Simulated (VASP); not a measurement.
Runs of VASP 6.6.1 on Ba. The structure is that of space group Pm-3m (No. 221), or close to it. The cells are those of the table. 

```tsv
cell	gap on the mesh (eV)	pressure (GPa)
a = 3.598, b = 3.598, c = 3.710 Å, 1 atom	none	1.0
a = 3.598, b = 3.598, c = 3.765 Å, 1 atom	none	0.8
a = 3.654, b = 3.654, c = 3.598 Å, 1 atom	none	0.9
a = 3.598, b = 3.598, c = 3.654 Å, 1 atom	none	(b)
a = 3.598, b = 3.598, c = 3.821 Å, 1 atom	none	0.6
a = 3.654, b = 3.654, c = 3.710 Å, 1 atom	none	0.6
a = 3.654 Å, 1 atom	none	(a)
a = 3.598 Å, 1 atom	none	1.3
```

Alike in all rows: task single point; level LDA; potentials or basis VASP PAW LDA potentials, release 64 (Ba_sv); no spin polarisation; k mesh 16 × 16 × 16; cutoff (eV) 520; smearing gaussian 0.15 eV.

**Question.** Estimate the missing entries.

**Answer.** (a) 0.7; (b) 1.1.

Caveats: spin-orbit coupling is left out, which moves the levels of the heavy elements.

A k mesh can miss the band edges, and the runs leave out spin-orbit coupling on Ba.

A gap of «none» marks levels without a gap at the run's occupations.
